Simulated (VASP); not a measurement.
# NaLiC3 (P2) in VASP: single point with PBE

Aim: the single point of NaLiC3 with PBE.

All numbers are computed with VASP 6.6.1; they aren't measurements. Logs are shortened: lines on timing, memory, paths and dates and some standing lists are left out, and cuts for length are marked.

### Step 1. The cell of the first run

It takes space group P2 (No. 3, monoclinic). The conventional cell has a = 3.914 Å, b = 6.529 Å, c = 3.935 Å, α = 90.00°, β = 119.49°, γ = 90.00°. Within 3.7 Å of Na (site symmetry 2) lie 8 C at 2.71 to 3.55 Å and 2 Li at 3.69 Å. Li (site symmetry 2) has 6 C at 2.20 to 2.68 Å within 2.9 Å. C (site symmetry 2) has 2 C at 1.31 Å within 1.7 Å. C (site symmetry 1) has 2 C at 1.30 to 1.31 Å within 1.7 Å.

### Step 2. Single point, PBE

INCAR reads:

```
SYSTEM = NaLiC3
PREC = Accurate ; ENCUT = 520
EDIFF = 1E-7 ; ISMEAR = 0
SIGMA = 0.2 ; LREAL = .FALSE.
LASPH = .TRUE. ; NELM = 60
ALGO = Normal ; ISIF = 2
LWAVE = .FALSE. ; LCHARG = .FALSE.
GGA = PE ; NBANDS = 33
```

KPOINTS reads:

```
Automatic mesh
0
G
  6 4 4
  0 0 0
```

POSCAR reads:

```
NaLiC3
1.0
    1.7708120029      0.0000000000     -3.4902230335
    0.0000000000     -6.5287382264      0.0000000000
   -6.1272169198      0.0000000000     -3.0640463842
Na Li C
2 2 6
Direct
    0.2500000000      0.4462414735      0.7500000000
    0.7500000000      0.4462414735      0.2500000000
    0.7500000000      0.9673540764      0.7500000000
    0.2500000000      0.9673540764      0.2500000000
    0.5000000000      0.7726538874      0.0000000000
    0.0000000000      0.7726538874      0.5000000000
    0.3336006297      0.7670535763      0.5038412639
    0.8336006297      0.7670535763      0.0038412639
    0.1663993703      0.7670535763      0.9961587361
    0.6663993703      0.7670535763      0.4961587361
```

Potentials or basis: VASP PAW PBE potentials, release 64 (Na_pv, Li_sv, C).

Started as:

```console
$ cat potpaw_PBE.64/Na_pv/POTCAR potpaw_PBE.64/Li_sv/POTCAR potpaw_PBE.64/C/POTCAR > POTCAR
$ mpirun -np 1 vasp_std > vasp.out
```

OUTCAR:

```text
SYSTEM = NaLiC3
   PREC = Accurate
   ENCUT = 520
   EDIFF = 1E-7
   ISMEAR = 0
   LREAL = .FALSE.
   LASPH = .TRUE.
   NELM = 60
   ISIF = 2
   GGA = PE

 ion  position               nearest neighbor table
   1  0.250  0.446  0.750-
   2  0.750  0.446  0.250-
   3  0.750  0.967  0.750-   8 2.20  10 2.20
   4  0.250  0.967  0.250-   7 2.20   9 2.20
   5  0.500  0.773  0.000-   8 1.31   9 1.31
   6  0.000  0.773  0.500-   7 1.31  10 1.31
   7  0.334  0.767  0.504-  10 1.30   6 1.31   4 2.20
   8  0.834  0.767  0.004-   9 1.30   5 1.31   3 2.20
   9  0.166  0.767  0.996-   8 1.30   5 1.31   4 2.20
  10  0.666  0.767  0.496-   7 1.30   6 1.31   3 2.20
[... 9 lines left out ...]
 A1 = (   1.7708120029,   0.0000000000,  -3.4902230335)
 A2 = (   0.0000000000,  -6.5287382264,   0.0000000000)
 A3 = (  -6.1272169198,   0.0000000000,  -3.0640463842)

Analysis of symmetry for initial positions (statically):
=====================================================================
 Subroutine PRICEL returns following result:

  LATTYP: Found a simple monoclinic cell.
 ALAT       =     3.9137490943
 B/A-ratio  =     1.6681545161
 C/A-ratio  =     1.0054282771
 COS(beta)  =    -0.4922375885

  Lattice vectors:

 A1 = (  -1.7708120029,   0.0000000000,   3.4902230335)
 A2 = (   0.0000000000,   6.5287382264,   0.0000000000)
 A3 = (  -2.1782024584,   0.0000000000,  -3.2771347088)

   2 primitive cells build up your supercell.

 Routine SETGRP: Setting up the symmetry group for a
 simple monoclinic supercell.

 Subroutine GETGRP returns: Found  2 space group operations
 (whereof  2 operations were pure point group operations)
 out of a pool of  4 trial point group operations.

The static configuration has the point symmetry C_2 .

Analysis of symmetry for dynamics (positions and initial velocities):
=====================================================================
 Subroutine PRICEL returns following result:

  LATTYP: Found a simple monoclinic cell.
 ALAT       =     3.9137490943
 B/A-ratio  =     1.6681545161
 C/A-ratio  =     1.0054282771
 COS(beta)  =    -0.4922375885

  Lattice vectors:

 A1 = (  -1.7708120029,   0.0000000000,   3.4902230335)
 A2 = (   0.0000000000,   6.5287382264,   0.0000000000)
 A3 = (  -2.1782024584,   0.0000000000,  -3.2771347088)

   2 primitive cells build up your supercell.
[... 119 lines left out ...]
   NFREE  =      0    steps in history (QN), initial steepest desc. (CG)
   ISIF   =      2    stress and relaxation
   ISYM   =      2    0-nonsym 1-usesym 2-fastsym
   POTIM  = 0.5000    time-step for ionic-motion
   TEBEG  =    0.0;   TEEND  =   0.0 temperature during run
   PSTRESS=    0.0 pullay stress
   NELECT =      44.0000    total number of electrons
   NUPDOWN=      -1.0000    fix difference up-down
   EMIN   =  10.00;   EMAX   =-10.00  energy-range for DOS
   EFERMI =   0.00;   METHOD = LEGACY
   ISMEAR =     0;   SIGMA  =   0.20  broadening in eV -4-tet -1-fermi 0-gaus
   EFERMI_NEDOS =   21; number of points for ismear=-14 and -15
   IALGO  =     38    algorithm
   IMIX   =      4    mixing-type and parameters
     AMIX     =   0.40;   BMIX     =  1.00
     AMIX_MAG =   1.60;   BMIX_MAG =  1.00
  volume/ion in A,a.u.               =      17.50       118.13
  Fermi-wavevector in a.u.,A,eV,Ry     =   1.033183  1.952433 14.523768  1.067467
  Thomas-Fermi vector in A             =   2.167417
   LORBIT       =      0    0 simple, 1 ext, 2 COOP (PROOUT), +10 PAW based schemes
   GGA     = PE    functional components
   LHFCALC =     F    Hartree Fock is set to
   AEXX    =    0.0000 exact exchange contribution
   IVDW    =     0    specifies the selected vdW correction
   LEPSILON=     F    determine dielectric tensor
   LRPA    =     F    only Hartree local field effects (RPA)
 non-spin polarized calculation
 Gauss-broadening in eV      SIGMA  =   0.20
  energy-cutoff  :      520.00
  volume of cell :      175.04
 maximum number of plane-waves:      4752
 NGX is ok and might be reduce to    30
   NGX = 15   NGY = 25   NGZ = 25

 number of electron      43.9999995 magnetization

 Free energy of the ion-electron system (eV)
  ---------------------------------------------------
  ext. energy  EPLUGINS =         0.00000000
  ---------------------------------------------------
  free energy    TOTEN  =       -57.93728501 eV

  energy without entropy =      -57.89635254  energy(sigma->0) =      -57.91681877

 E-fermi :   1.7981     XC(G=0):  -7.5681

 val. band max:        1.7342137740   @ k =   0.3333   0.5000  -0.0000
 cond. band min:       1.8075354384   @ k =  -0.1667   0.5000   0.2500
 fundamental gap:      0.0733216644
 Fermi energy:         1.7980948930

 k-point     1 :       0.0000    0.0000    0.0000
  band No.  band energies     occupation
      1     -45.4753      2.00000
      2     -45.4746      2.00000
      3     -23.2653      2.00000
      4     -23.2614      2.00000
      5     -23.2596      2.00000
      6     -23.2434      2.00000
[... 853 lines left out ...]
     32       7.1455      0.00000
     33       7.3131      0.00000

 [... further k-points ...]

------------------------ aborting loop because EDIFF is reached ----------------------------------------

  FORCE on cell =-STRESS in cart. coord.  units (eV):
  Direction    XX          YY          ZZ          XY          YZ          ZX
  --------------------------------------------------------------------------------------
  -------------------------------------------------------------------------------------
  Total       -0.5528591     -0.3902286      0.9231485      0.0000000      0.0000000     -1.0643526
  in kB       -5.0603374     -3.5717754      8.4496080      0.0000000      0.0000000     -9.7420541
  external PRESSURE =      -0.0608350 kB  Pullay stress =       0.0000000 kB

 VOLUME and BASIS-vectors are now :
 -----------------------------------------------------------------------------
  energy-cutoff  :      520.00
  volume of cell :      175.04
      direct lattice vectors                 reciprocal lattice vectors
     1.770812003  0.000000000 -3.490223033     0.114282313  0.000000000 -0.228531959
     0.000000000 -6.528738226  0.000000000     0.000000000 -0.153168953  0.000000000
    -6.127216920  0.000000000 -3.064046384    -0.130177782  0.000000000 -0.066047464

 POSITION                                       TOTAL-FORCE (eV/Angst)
 -----------------------------------------------------------------------------------
     -4.15271     -2.91339     -3.17059         0.000000     -0.129657     -0.000000
     -0.20370     -2.91339     -3.38368         0.000000     -0.129657     -0.000000
     -3.26730     -6.31560     -4.91570         0.000000      0.070545      0.000000
     -1.08910     -6.31560     -1.63857         0.000000      0.070545      0.000000
      0.88541     -5.04445     -1.74511        -0.000000     -0.019210      0.000000
     -3.06361     -5.04445     -1.53202        -0.000000     -0.019210      0.000000
     -2.49640     -5.00789     -2.70813         0.023071      0.039161      0.031610
      1.45261     -5.00789     -2.92122         0.023071      0.039161      0.031610
     -5.80902     -5.00789     -3.63305        -0.023071      0.039161     -0.031610
     -1.86000     -5.00789     -3.84614        -0.023071      0.039161     -0.031610
 -----------------------------------------------------------------------------------
    total drift:                               -0.000010     -0.000449     -0.000005

  FREE ENERGIE OF THE ION-ELECTRON SYSTEM (eV)
  ---------------------------------------------------
  free  energy   TOTEN  =       -57.9372850116 eV

  energy  without entropy=      -57.8963525359  energy(sigma->0) =      -57.91681877
```

OSZICAR:

```text
N       E                     dE             d eps       ncg     rms          rms(c)
DAV:   1     0.372655529987E+03    0.37266E+03   -0.20397E+04  2780   0.132E+03
DAV:   2    -0.156404256041E+02   -0.38830E+03   -0.36740E+03  3082   0.353E+02
DAV:   3    -0.645415915339E+02   -0.48901E+02   -0.47728E+02  4243   0.120E+02
DAV:   4    -0.679862499973E+02   -0.34447E+01   -0.33790E+01  4549   0.317E+01
DAV:   5    -0.685216952694E+02   -0.53545E+00   -0.53453E+00  4704   0.619E+00    0.140E+01
DAV:   6    -0.581582422629E+02    0.10363E+02   -0.22884E+01  3399   0.158E+01    0.640E+00
DAV:   7    -0.579646215258E+02    0.19362E+00   -0.31915E+00  4183   0.637E+00    0.356E+00
DAV:   8    -0.579696075199E+02   -0.49860E-02   -0.40014E-01  3509   0.263E+00    0.697E-01
DAV:   9    -0.579359522543E+02    0.33655E-01   -0.81588E-02  3572   0.106E+00    0.167E-01
DAV:  10    -0.579368958720E+02   -0.94362E-03   -0.74377E-03  4104   0.342E-01    0.109E-01
DAV:  11    -0.579372922329E+02   -0.39636E-03   -0.10844E-03  3474   0.161E-01    0.265E-02
DAV:  12    -0.579372778634E+02    0.14370E-04   -0.13209E-04  4189   0.578E-02    0.932E-03
DAV:  13    -0.579372843392E+02   -0.64758E-05   -0.12360E-05  3429   0.166E-02    0.369E-03
DAV:  14    -0.579372848486E+02   -0.50941E-06   -0.14308E-06  3474   0.572E-03    0.159E-03
DAV:  15    -0.579372850186E+02   -0.17001E-06   -0.30259E-07  3100   0.268E-03    0.690E-04
DAV:  16    -0.579372850116E+02    0.69654E-08   -0.41799E-08  2258   0.144E-03
   1 F= -.57937285E+02 E0= -.57916819E+02  d E =-.409325E-01
```

Run time: 3.9 min. Hardware: 1 thread of Intel Xeon Platinum 8124M at 3.00GHz (Skylake/Cascade Lake), shared host; peak memory 0.38 GiB.

What came out:

```
Free energy            : -57.9373 eV
Largest force          : 0.130 eV/Å
Band gap on the k mesh : zero (bands 22 and 23 overlap by 2.55 eV)
```

Forces on the atoms (eV/Å):
```
Na   0.000 -0.130  0.000
Na   0.000 -0.130  0.000
Li   0.000  0.071  0.000
Li   0.000  0.071  0.000
C    0.000 -0.019  0.000
C    0.000 -0.019  0.000
C    0.023  0.039  0.032
C    0.023  0.039  0.032
C   -0.023  0.039 -0.032
C   -0.023  0.039 -0.032
```

Levels at points of the mesh, in eV from the Fermi level:
```
           k point  band 19  band 20  band 21  band 22  band 23  band 24  band 25  band 26
(0.00, 0.00, 0.00)    -1.77     1.17     1.32     1.33     1.43     1.86     2.18     2.30
(0.50, 0.00, 0.00)    -4.36    -4.36    -3.51    -3.51     0.53     0.53     3.49     3.49
(0.00, 0.50, 0.00)    -1.15     1.00     1.17     1.28     1.78     1.80     2.07     2.08
(0.50, 0.50, 0.00)    -4.38    -4.38    -3.52    -3.52     1.22     1.22     2.77     2.77
(0.00, 0.00, 0.50)    -0.96    -0.96     1.83     1.83     2.03     2.03     2.19     2.19
(0.50, 0.00, 0.50)    -4.44    -4.44    -4.33    -4.33     1.21     1.23     1.48     1.50
(0.00, 0.50, 0.50)    -0.50    -0.50     1.82     1.82     2.04     2.04     2.07     2.07
(0.50, 0.50, 0.50)    -4.47    -4.47    -4.37    -4.36     1.63     1.65     2.05     2.06
```

Caveat: the cutoff is under 1.25 times the usual one of these potentials, so pressure, stress and relaxed cells hold a basis-set (Pulay) error.
